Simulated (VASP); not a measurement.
# Ir in VASP: further runs

Ir is run at these levels: PBE; tasks: single point.

Program: VASP 6.6.1. These are calculated values, not measurements. Logs are shortened: lines on timing, memory, paths and dates and some standing lists are left out, and cuts for length are marked.

### 1 The cell of the first run

It takes space group Fm-3m (No. 225, cubic). Conventional cell: a = 3.987 Å, b = 3.987 Å, c = 3.987 Å, α = 90.00°, β = 90.00°, γ = 90.00°. Within 3.7 Å of Ir (site symmetry m-3m) lie 12 Ir at 2.82 Å.

### 2 Single point, PBE (equal strain along all axes, cell held: +3.0 %)

The input, INCAR:

```
SYSTEM = Ir
PREC = Accurate
ENCUT = 520
EDIFF = 1E-6
ISMEAR = 0
SIGMA = 0.1
LREAL = .FALSE.
LASPH = .TRUE.
NELM = 80
ALGO = Fast
ISIF = 2
LWAVE = .FALSE.
LCHARG = .FALSE.
GGA = PE
NBANDS = 16
```

The input, KPOINTS:

```
Automatic mesh
0
G
  18 18 14
  0 0 0
```

The input, POSCAR:

```
Ir
1.0
    1.9933860993      1.9933860993      0.0000000000
   -1.9933860993      1.9933860993      0.0000000000
    0.0000000000      0.0000000000      3.9867721986
Ir
2
Direct
    0.0000000000      0.0000000000      0.0000000000
    0.5000000000      0.5000000000      0.5000000000
```

Potentials or basis: VASP PAW PBE potentials, release 64 (Ir).

The run is started by

```
cat potpaw_PBE.64/Ir/POTCAR > POTCAR
mpirun -np 1 vasp_std > vasp.out
```

OUTCAR:

```text
SYSTEM = Ir
   PREC = Accurate
   ENCUT = 520
   EDIFF = 1E-6
   ISMEAR = 0
   LREAL = .FALSE.
   LASPH = .TRUE.
   NELM = 80
   ISIF = 2
   GGA = PE

 ion  position               nearest neighbor table
   1  0.000  0.000  0.000-   2 2.82   2 2.82   2 2.82   2 2.82   2 2.82   2 2.82   2 2.82   2 2.82

   2  0.500  0.500  0.500-   1 2.82   1 2.82   1 2.82   1 2.82   1 2.82   1 2.82   1 2.82   1 2.82

  LATTYP: Found a simple tetragonal cell.
 ALAT       =     2.8190736567
 C/A-ratio  =     1.4142135624

  Lattice vectors:

 A1 = (   1.9933860993,   1.9933860993,   0.0000000000)
 A2 = (  -1.9933860993,   1.9933860993,   0.0000000000)
 A3 = (   0.0000000000,   0.0000000000,   3.9867721986)

Analysis of symmetry for initial positions (statically):
=====================================================================
 Subroutine PRICEL returns following result:

  LATTYP: Found a face centered cubic cell.
 ALAT       =     3.9867721986

  Lattice vectors:

 A1 = (   0.0000000000,  -1.9933860993,  -1.9933860993)
 A2 = (   1.9933860993,   0.0000000000,  -1.9933860993)
 A3 = (   1.9933860993,  -1.9933860993,   0.0000000000)

   2 primitive cells build up your supercell.

 Routine SETGRP: Setting up the symmetry group for a
 simple tetragonal supercell.

 Subroutine GETGRP returns: Found 16 space group operations
 (whereof 16 operations were pure point group operations)
 out of a pool of 16 trial point group operations.

The static configuration has the point symmetry D_4h.

Analysis of symmetry for dynamics (positions and initial velocities):
=====================================================================
 Subroutine PRICEL returns following result:

  LATTYP: Found a face centered cubic cell.
 ALAT       =     3.9867721986

  Lattice vectors:

 A1 = (   0.0000000000,  -1.9933860993,  -1.9933860993)
 A2 = (   1.9933860993,   0.0000000000,  -1.9933860993)
 A3 = (   1.9933860993,  -1.9933860993,   0.0000000000)

   2 primitive cells build up your supercell.

 Routine SETGRP: Setting up the symmetry group for a
 simple tetragonal supercell.

 Subroutine GETGRP returns: Found 16 space group operations
 (whereof 16 operations were pure point group operations)
 out of a pool of 16 trial point group operations.

The dynamic configuration has the point symmetry D_4h.

 Subroutine INISYM returns: Found 16 space group operations
 (whereof 16 operations are pure point group operations),
 and found     2 'primitive' translations

[... 86 lines left out ...]
   ISPIN  =      1    spin polarized calculation?
   LNONCOLLINEAR =      F non collinear calculations
   LSORBIT =      F    spin-orbit coupling
   LASPH  =      T    aspherical Exc in radial PAW
   ENCUT  =  520.0 eV  38.22 Ry    6.18 a.u.   5.24  5.24  7.41*2*pi/ulx,y,z
   NELM   =     80;   NELMIN=  2; NELMDL= -5     # of ELM steps
   EDIFF  = 0.1E-05   stopping-criterion for ELM
   LREAL  =      F    real-space projection
   EDIFFG = 0.1E-04   stopping-criterion for IOM
   NSW    =      0    number of steps for IOM
   IBRION =     -1    ionic relax: 0-MD 1-quasi-New 2-CG
   NFREE  =      0    steps in history (QN), initial steepest desc. (CG)
   ISIF   =      2    stress and relaxation
   ISYM   =      2    0-nonsym 1-usesym 2-fastsym
   POTIM  = 0.5000    time-step for ionic-motion
   TEBEG  =    0.0;   TEEND  =   0.0 temperature during run
   PSTRESS=    0.0 pullay stress
   NELECT =      18.0000    total number of electrons
   NUPDOWN=      -1.0000    fix difference up-down
   EMIN   =  10.00;   EMAX   =-10.00  energy-range for DOS
   EFERMI =   0.00;   METHOD = LEGACY
   ISMEAR =     0;   SIGMA  =   0.10  broadening in eV -4-tet -1-fermi 0-gaus
   EFERMI_NEDOS =   21; number of points for ismear=-14 and -15
   IALGO  =     68    algorithm
   IMIX   =      4    mixing-type and parameters
     AMIX     =   0.40;   BMIX     =  1.00
     AMIX_MAG =   1.60;   BMIX_MAG =  1.00
  volume/ion in A,a.u.               =      15.84       106.91
  Fermi-wavevector in a.u.,A,eV,Ry     =   1.355879  2.562240 25.013055  1.838408
  Thomas-Fermi vector in A             =   2.482929
   LORBIT       =      0    0 simple, 1 ext, 2 COOP (PROOUT), +10 PAW based schemes
   GGA     = PE    functional components
   LHFCALC =     F    Hartree Fock is set to
   AEXX    =    0.0000 exact exchange contribution
   IVDW    =     0    specifies the selected vdW correction
   LEPSILON=     F    determine dielectric tensor
   LRPA    =     F    only Hartree local field effects (RPA)
 non-spin polarized calculation
 RMM-DIIS sequential band-by-band and
 Gauss-broadening in eV      SIGMA  =   0.10
  energy-cutoff  :      520.00
  volume of cell :       31.68
 maximum number of plane-waves:       888
 NGX is ok and might be reduce to    24
   NGX = 11   NGY = 11   NGZ = 15

 number of electron      18.0000001 magnetization

 Free energy of the ion-electron system (eV)
  ---------------------------------------------------
  ext. energy  EPLUGINS =         0.00000000
  ---------------------------------------------------
  free energy    TOTEN  =       -17.48708414 eV

  energy without entropy =      -17.47602248  energy(sigma->0) =      -17.48155331

 E-fermi :   8.5354     XC(G=0): -13.3220

 val. band max:        8.5322790761   @ k =   0.1111   0.0000   0.1429
 cond. band min:       8.5391793196   @ k =   0.5000   0.3889   0.1429
 fundamental gap:      0.0069002435
 Fermi energy:         8.5354128350

 k-point     1 :       0.0000    0.0000    0.0000
  band No.  band energies     occupation
      1      -1.3940      2.00000
      2       1.8544      2.00000
      3       2.3564      2.00000
      4       5.2779      2.00000
      5       5.2808      2.00000
      6       5.2808      2.00000
[... 433 lines left out ...]
      3       3.9748      2.00000
      4       4.0469      2.00000
      5       4.8477      2.00000
      6       5.4790      2.00000
[... 8 lines left out ...]
     15      22.7948      0.00000
     16      23.1839      0.00000

 [... further k-points ...]
[... 5 lines left out ...]
  --------------------------------------------------------------------------------------
  -------------------------------------------------------------------------------------
  Total       -4.7919441     -4.7919441     -4.7778379      0.0000000     -0.0000000     -0.0000000
  in kB     -242.3193306   -242.3193306   -241.6060049      0.0000000     -0.0000000     -0.0000000
  external PRESSURE =    -242.0815554 kB  Pullay stress =       0.0000000 kB

 VOLUME and BASIS-vectors are now :
 -----------------------------------------------------------------------------
  energy-cutoff  :      520.00
  volume of cell :       31.68
      direct lattice vectors                 reciprocal lattice vectors
     1.993386099  1.993386099  0.000000000     0.250829481  0.250829481  0.000000000
    -1.993386099  1.993386099  0.000000000    -0.250829481  0.250829481  0.000000000
     0.000000000  0.000000000  3.986772199     0.000000000  0.000000000  0.250829481

 POSITION                                       TOTAL-FORCE (eV/Angst)
 -----------------------------------------------------------------------------------
      0.00000      0.00000      0.00000         0.000000     -0.000000      0.000000
      0.00000      1.99339      1.99339        -0.000000      0.000000     -0.000000
 -----------------------------------------------------------------------------------
    total drift:                               -0.000000      0.000000     -0.000000

  FREE ENERGIE OF THE ION-ELECTRON SYSTEM (eV)
  ---------------------------------------------------
  free  energy   TOTEN  =       -17.4870841423 eV

  energy  without entropy=      -17.4760224838  energy(sigma->0) =      -17.48155331
```

Run time: 4.6 min. Hardware: 1 thread of Intel Xeon 8259CL, shared host; peak memory 0.31 GiB.

What came out:

```
Free energy            : -17.4871 eV
Pressure               : -24.2 GPa
Band gap on the k mesh : zero (bands 9 and 10 overlap by 2.76 eV)
```

Caveat: the cell differs from its parent crystal (equal strain along all axes, cell held: +3.0 %); the cell stands under tension; spin-orbit coupling is left out, which moves the levels of the heavy elements.

### 3 Single point, PBE (uniaxial strain along a: -1.0 %)

The input, INCAR:

```
PREC = Accurate
ENCUT = 520
EDIFF = 1E-7
ISMEAR = 0
SIGMA = 0.1
LREAL = F
LASPH = T
NELM = 60
ALGO = Fast
ISIF = 2
LWAVE = F
LCHARG = F
GGA = PE
NBANDS = 16
```

The input, KPOINTS:

```
regular mesh
0
Gamma
  18 18 14
```

The input, POSCAR:

```
Ir
1.0
    1.9159730469      1.9159730469      0.0000000000
   -1.9401646258      1.9401646258      0.0000000000
    0.0000000000      0.0000000000      3.8803292516
Ir
2
Direct
    0.0000000000      0.0000000000      0.0000000000
    0.5000000000      0.5000000000      0.5000000000
```

Potentials or basis: VASP PAW PBE potentials, release 64 (Ir).

The run is started by

```
cat potpaw_PBE.64/Ir/POTCAR > POTCAR
mpirun -np 1 vasp_std > vasp.out
```

It took 8.8 min on 1 thread of Intel Xeon 8259CL, shared host; peak memory 0.4 GiB.

The run converged. Its results:

```
Free energy            : -17.6999 eV
Pressure               : 2.4 GPa
Band gap on the k mesh : zero (bands 9 and 10 overlap by 3.21 eV)
```

Stress tensor (GPa, compression positive):
```
3.14 3.36 0.00
3.36 3.14 0.00
0.00 0.00 0.83
```

Levels at points of the mesh, in eV from the Fermi level:
```tsv
k point	band 5	band 6	band 7	band 8	band 9	band 10	band 11	band 12	band 13	band 14
(0.00, 0.00, 0.00)	-3.83	-3.65	-1.22	-1.11	0.84	1.42	1.42	1.62	10.13	11.46
(0.50, 0.00, 0.00)	-4.37	-4.37	-2.44	-2.44	-1.35	-1.35	2.97	2.97	11.46	11.46
(0.00, 0.50, 0.00)	-4.47	-4.47	-2.24	-2.24	-1.26	-1.26	2.68	2.68	11.34	11.34
(0.50, 0.50, 0.00)	0.82	0.82	1.38	1.38	1.47	1.47	1.75	1.75	10.31	10.31
(0.00, 0.00, 0.50)	-2.99	-2.99	-1.87	-1.87	-1.73	-1.73	-0.20	-0.20	17.73	17.76
(0.50, 0.00, 0.50)	-3.85	-3.85	-0.65	-0.65	0.81	0.81	0.95	0.95	7.17	7.17
(0.00, 0.50, 0.50)	-3.73	-3.73	-0.77	-0.77	0.81	0.81	0.87	0.87	6.97	6.97
(0.50, 0.50, 0.50)	-4.68	-4.68	-1.75	-1.75	1.46	1.46	8.12	8.12	8.90	8.90
```

Caveat: the cell differs from its parent crystal (uniaxial strain along a: -1.0 %); spin-orbit coupling is left out, which moves the levels of the heavy elements.

(Continued in part 2 of 2.)
